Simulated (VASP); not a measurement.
Input of a VASP 6.6.1 run:

The input INCAR:

```
ALGO = Normal
EDIFF = 1E-6
ENCUT = 520
GGA = PE
ISIF = 2
ISMEAR = -1
LASPH = True
LCHARG = False
LREAL = False
LWAVE = False
NBANDS = 11
NELM = 60
PREC = Accurate
SIGMA = 0.03
```

The input KPOINTS:

```
k-points
0
Gamma
  13 13 13
```

File POSCAR:

```
BN
1.0
    0.0180750000      1.8165375000      1.8165375000
    1.8165375000      0.0180750000      1.8165375000
    1.8165375000      1.8165375000      0.0180750000
B N
1 1
Direct
    0.0000000000      0.0000000000      0.0000000000
    0.7500000000      0.7500000000      0.7500000000
```

Potentials or basis: VASP PAW PBE potentials, release 64 (B, N).

Run with:

```console
$ cat potpaw_PBE.64/B/POTCAR potpaw_PBE.64/N/POTCAR > POTCAR
$ mpirun -np 1 vasp_std > vasp.out
```

**Question.** Estimate the largest force.

**Answer.** 0.022 eV/Å.

**Question.** Predict the band gap on the k mesh.

**Answer.** 4.51 eV, indirect (least direct gap 8.47 eV).

**Question.** Estimate the pressure.

**Answer.** 3.4 GPa.

Forces in eV/Å, atoms in the order of the input:
```
B   -0.013 -0.013 -0.013
N    0.013  0.013  0.013
```

Caveat: the cell differs from its parent crystal (equal xy, yz and zx shear strains of +1 %). A k mesh can miss the band edges.
